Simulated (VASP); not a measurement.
# Pt (Fm-3m) in VASP: single point with PBE

Aim: the single point of Pt with PBE.

Everything below comes from runs of VASP 6.6.1. Logs are shortened: lines on timing, memory, paths and dates and some standing lists are left out, and cuts for length are marked.

## 1. The cell of the first run

Symmetry: Fm-3m, No. 225, cubic system. The conventional cell has a = 3.762 Å, b = 3.762 Å, c = 3.762 Å, α = 90.00°, β = 90.00°, γ = 90.00°. Pt (site symmetry m-3m) has 12 Pt at 2.66 Å within 3.5 Å.

## 2. Single point, PBE

INCAR reads:

```
SYSTEM = Pt
ALGO = Normal
EDIFF = 1E-6
ENCUT = 500
GGA = PE
GGA_COMPAT = .False.
ISIF = 2
ISMEAR = -1
LASPH = .True.
LCHARG = .False.
LREAL = .False.
LWAVE = .False.
NBANDS = 11
NELM = 120
PREC = Accurate
SIGMA = 0.1
```

KPOINTS reads:

```
k-points
0
Gamma
  15 15 15
  0 0 0
```

POSCAR reads:

```
Pt
1.0
    0.0000000000      1.8808050000      1.8808050000
    1.8808050000      0.0000000000      1.8808050000
    1.8808050000      1.8808050000      0.0000000000
Pt
1
Direct
    0.0000000000      0.0000000000      0.0000000000
```

Potentials or basis: VASP PAW PBE potentials, release 64 (Pt).

Started as:

```console
$ cat potpaw_PBE.64/Pt/POTCAR > POTCAR
$ mpirun -np 1 vasp_std > vasp.out
```

OUTCAR:

```text
SYSTEM = Pt
   EDIFF = 1E-6
   ENCUT = 500
   GGA = PE
   ISIF = 2
   ISMEAR = -1
   LASPH = .True.
   LREAL = .False.
   NELM = 120
   PREC = Accurate

 ion  position               nearest neighbor table
   1  0.000  0.000  0.000-

  LATTYP: Found a face centered cubic cell.
 ALAT       =     3.7616100000

  Lattice vectors:

 A1 = (   0.0000000000,   1.8808050000,   1.8808050000)
 A2 = (   1.8808050000,   0.0000000000,   1.8808050000)
 A3 = (   1.8808050000,   1.8808050000,   0.0000000000)

Analysis of symmetry for initial positions (statically):
=====================================================================
 Subroutine PRICEL returns:
 Original cell was already a primitive cell.

 Routine SETGRP: Setting up the symmetry group for a
 face centered cubic supercell.

 Subroutine GETGRP returns: Found 48 space group operations
 (whereof 48 operations were pure point group operations)
 out of a pool of 48 trial point group operations.

The static configuration has the point symmetry O_h .

Analysis of symmetry for dynamics (positions and initial velocities):
=====================================================================
 Subroutine PRICEL returns:
 Original cell was already a primitive cell.

 Routine SETGRP: Setting up the symmetry group for a
 face centered cubic supercell.

 Subroutine GETGRP returns: Found 48 space group operations
 (whereof 48 operations were pure point group operations)
 out of a pool of 48 trial point group operations.

The dynamic configuration has the point symmetry O_h .

 Subroutine INISYM returns: Found 48 space group operations
 (whereof 48 operations are pure point group operations),
 and found     1 'primitive' translations

----------------------------------------------------------------------------------------

                                     Primitive cell

  volume of cell :      13.3064

  direct lattice vectors                    reciprocal lattice vectors
     0.000000000  1.880805000  1.880805000    -0.265843615  0.265843615  0.265843615
     1.880805000  0.000000000  1.880805000     0.265843615 -0.265843615  0.265843615
     1.880805000  1.880805000  0.000000000     0.265843615  0.265843615 -0.265843615

  length of vectors
     2.659859939  2.659859939  2.659859939     0.460454648  0.460454648  0.460454648

  position of ions in fractional coordinates (direct lattice)
     0.000000000  0.000000000  0.000000000

  ion indices of the primitive-cell ions
   primitive index   ion index
                 1           1

----------------------------------------------------------------------------------------

 KPOINTS: k-points

Automatic generation of k-mesh.
 Grid dimensions read from file:
 generate k-points for:   15   15   15

 Generating k-lattice:

  Cartesian coordinates                     Fractional coordinates (reciprocal lattice)
    -0.017722908  0.017722908  0.017722908     0.066666667  0.000000000  0.000000000
     0.017722908 -0.017722908  0.017722908     0.000000000  0.066666667  0.000000000
     0.017722908  0.017722908 -0.017722908     0.000000000  0.000000000  0.066666667

  Length of vectors
     0.030696977  0.030696977  0.030696977

  Shift w.r.t. Gamma in fractional coordinates (k-lattice)
     0.000000000  0.000000000  0.000000000

 Subroutine IBZKPT returns following result:
 ===========================================

 Found    120 irreducible k-points:

 Following reciprocal coordinates:
            Coordinates               Weight
  0.000000  0.000000  0.000000      1.000000
  0.066667  0.000000  0.000000      8.000000
  0.133333  0.000000  0.000000      8.000000
  0.200000  0.000000  0.000000      8.000000
  0.266667  0.000000  0.000000      8.000000
  0.333333  0.000000  0.000000      8.000000
[... 16 lines left out ...]
  0.133333  0.133333  0.000000      6.000000
  0.200000  0.133333  0.000000     24.000000
 [... further k-points ...]
   k-points           NKPTS =    120   k-points in BZ     NKDIM =    120   number of bands    NBANDS=     11
   number of dos      NEDOS =    301   number of ions     NIONS =      1
   total plane-waves  NPLWV =   8000
   dimension x,y,z NGX =    20 NGY =   20 NGZ =   20
   dimension x,y,z NGXF=    40 NGYF=   40 NGZF=   40
   ions per type =               1
   NGX,Y,Z   is equivalent  to a cutoff of  12.50, 12.50, 12.50 a.u.
   NGXF,Y,Z  is equivalent  to a cutoff of  25.00, 25.00, 25.00 a.u.
 SYSTEM =  Pt
   PREC   = accura    normal or accurate (medium, high low for compatibility)
   ISTART =      0    job   : 0-new  1-cont  2-samecut
   ICHARG =      2    charge: 1-file 2-atom 10-const
   ISPIN  =      1    spin polarized calculation?
   LNONCOLLINEAR =      F non collinear calculations
   LSORBIT =      F    spin-orbit coupling
   LASPH  =      T    aspherical Exc in radial PAW
   ENCUT  =  500.0 eV  36.75 Ry    6.06 a.u.   4.85  4.85  4.85*2*pi/ulx,y,z
   NELM   =    120;   NELMIN=  2; NELMDL= -5     # of ELM steps
   EDIFF  = 0.1E-05   stopping-criterion for ELM
   LREAL  =      F    real-space projection
   EDIFFG = 0.1E-04   stopping-criterion for IOM
   NSW    =      0    number of steps for IOM
   IBRION =     -1    ionic relax: 0-MD 1-quasi-New 2-CG
   NFREE  =      0    steps in history (QN), initial steepest desc. (CG)
   ISIF   =      2    stress and relaxation
   ISYM   =      2    0-nonsym 1-usesym 2-fastsym
   POTIM  = 0.5000    time-step for ionic-motion
   TEBEG  =    0.0;   TEEND  =   0.0 temperature during run
   PSTRESS=    0.0 pullay stress
   NELECT =      10.0000    total number of electrons
   NUPDOWN=      -1.0000    fix difference up-down
   EMIN   =  10.00;   EMAX   =-10.00  energy-range for DOS
   EFERMI =   0.00;   METHOD = LEGACY
   ISMEAR =    -1;   SIGMA  =   0.10  broadening in eV -4-tet -1-fermi 0-gaus
   EFERMI_NEDOS =   21; number of points for ismear=-14 and -15
   IALGO  =     38    algorithm
   IMIX   =      4    mixing-type and parameters
     AMIX     =   0.40;   BMIX     =  1.00
     AMIX_MAG =   1.60;   BMIX_MAG =  1.00
  volume/ion in A,a.u.               =      13.31        89.80
  Fermi-wavevector in a.u.,A,eV,Ry     =   1.488405  2.812677 30.141651  2.215349
  Thomas-Fermi vector in A             =   2.601444
   LORBIT       =      0    0 simple, 1 ext, 2 COOP (PROOUT), +10 PAW based schemes
   GGA     = PE    functional components
   LHFCALC =     F    Hartree Fock is set to
   AEXX    =    0.0000 exact exchange contribution
   IVDW    =     0    specifies the selected vdW correction
   LEPSILON=     F    determine dielectric tensor
   LRPA    =     F    only Hartree local field effects (RPA)
 non-spin polarized calculation
  energy-cutoff  :      500.00
  volume of cell :       13.31
 maximum number of plane-waves:       347
   NGX =  9   NGY =  9   NGZ =  9

 number of electron      10.0000001 magnetization

 Free energy of the ion-electron system (eV)
  ---------------------------------------------------
  ext. energy  EPLUGINS =         0.00000000
  ---------------------------------------------------
  free energy    TOTEN  =        -5.74500372 eV

  energy without entropy =       -5.69968498  energy(sigma->0) =       -5.72234435

 E-fermi :  13.8820     XC(G=0): -14.2526

 val. band max:       13.8760206785   @ k =   0.4667   0.0000   0.0000
 cond. band min:      13.9069563260   @ k =  -0.4667   0.2000   0.0000
 fundamental gap:      0.0309356475
 Fermi energy:        13.8819983826

 k-point     1 :       0.0000    0.0000    0.0000
  band No.  band energies     occupation
      1       2.1429      2.00000
      2       9.2163      2.00000
      3       9.2163      2.00000
      4       9.2163      2.00000
      5      11.8628      2.00000
      6      11.8628      2.00000
      7      28.0231      0.00000
      8      33.7168      0.00000
      9      33.7168      0.00000
     10      33.7168      0.00000
     11      39.5389      0.00000

 k-point     2 :       0.0667    0.0000    0.0000
  band No.  band energies     occupation
      1       2.3459      2.00000
      2       9.1153      2.00000
      3       9.3012      2.00000
      4       9.3012      2.00000
      5      11.8100      2.00000
      6      11.8100      2.00000
      7      28.3669      0.00000
      8      32.7805      0.00000
      9      34.0535      0.00000
     10      34.0535      0.00000
     11      40.6693      0.00000

 k-point     3 :       0.1333    0.0000    0.0000
  band No.  band energies     occupation
      1       2.9234      2.00000
      2       8.8786      2.00000
      3       9.5069      2.00000
      4       9.5069      2.00000
      5      11.7173      2.00000
      6      11.7173      2.00000
      7      29.2669      0.00000
      8      31.0118      0.00000
      9      35.0257      0.00000
     10      35.0257      0.00000
     11      41.6835      0.00000

 k-point     4 :       0.2000    0.0000    0.0000
  band No.  band energies     occupation
      1       3.7562      2.00000
      2       8.6984      2.00000
      3       9.6709      2.00000
      4       9.6709      2.00000
      5      11.7811      2.00000
      6      11.7811      2.00000
      7      29.0616      0.00000
      8      30.3658      0.00000
      9      36.5211      0.00000
     10      36.5211      0.00000
     11      39.4309      0.00000
[... 239 lines left out ...]
 k-point    22 :      -0.0667    0.0667    0.0000
  band No.  band energies     occupation
      1       2.6756      2.00000
      2       8.9323      2.00000
      3       9.4194      2.00000
      4       9.4774      2.00000
      5      11.5818      2.00000
      6      11.8984      2.00000
      7      28.9083      0.00000
      8      31.9377      0.00000
      9      33.9573      0.00000
     10      34.8985      0.00000
     11      41.8721      0.00000

 k-point    23 :       0.1333    0.1333    0.0000
  band No.  band energies     occupation
      1       3.1910      2.00000
      2       8.4948      2.00000
      3       9.8067      2.00000
      4       9.8067      2.00000
      5      11.0490      2.00000
      6      12.1609      2.00000
      7      29.7887      0.00000
      8      32.1862      0.00000
      9      34.0200      0.00000
     10      34.0200      0.00000
     11      43.2929      0.00000

 k-point    24 :       0.2000    0.1333    0.0000
  band No.  band energies     occupation
      1       3.8373      2.00000
      2       8.1836      2.00000
      3       9.9990      2.00000
      4      10.0960      2.00000
      5      10.8867      2.00000
      6      12.3233      2.00000
      7      30.7787      0.00000
      8      31.0357      0.00000
      9      34.1763      0.00000
     10      34.7175      0.00000
     11      40.8988      0.00000

 [... further k-points ...]
[... 5 lines left out ...]
  --------------------------------------------------------------------------------------
  -------------------------------------------------------------------------------------
  Total        5.1422403      5.1422403      5.1422403      0.0000000      0.0000000      0.0000000
  in kB      619.1582173    619.1582173    619.1582173      0.0000000      0.0000000      0.0000000
  external PRESSURE =     619.1582173 kB  Pullay stress =       0.0000000 kB

 VOLUME and BASIS-vectors are now :
 -----------------------------------------------------------------------------
  energy-cutoff  :      500.00
  volume of cell :       13.31
      direct lattice vectors                 reciprocal lattice vectors
     0.000000000  1.880805000  1.880805000    -0.265843615  0.265843615  0.265843615
     1.880805000  0.000000000  1.880805000     0.265843615 -0.265843615  0.265843615
     1.880805000  1.880805000  0.000000000     0.265843615  0.265843615 -0.265843615

 POSITION                                       TOTAL-FORCE (eV/Angst)
 -----------------------------------------------------------------------------------
      0.00000      0.00000      0.00000        -0.000000     -0.000000      0.000000
 -----------------------------------------------------------------------------------
    total drift:                                0.000000      0.000000      0.000000

  FREE ENERGIE OF THE ION-ELECTRON SYSTEM (eV)
  ---------------------------------------------------
  free  energy   TOTEN  =        -5.7450037189 eV

  energy  without entropy=       -5.6996849840  energy(sigma->0) =       -5.72234435
```

Wall time 8.7 s (1 thread of Intel Xeon Platinum 8488C (Sapphire Rapids), shared host); peak memory 0.13 GiB.

What came out:

| Quantity | Value |
| --- | --- |
| Free energy | -5.7450 eV |
| Pressure | 61.9 GPa |
| Band gap on the k mesh | zero (band 5 reaches 14.44 eV, above the bottom of band 6 at 11.72 eV) |

Caveat: spin-orbit coupling is left out, which moves the levels of the heavy elements.
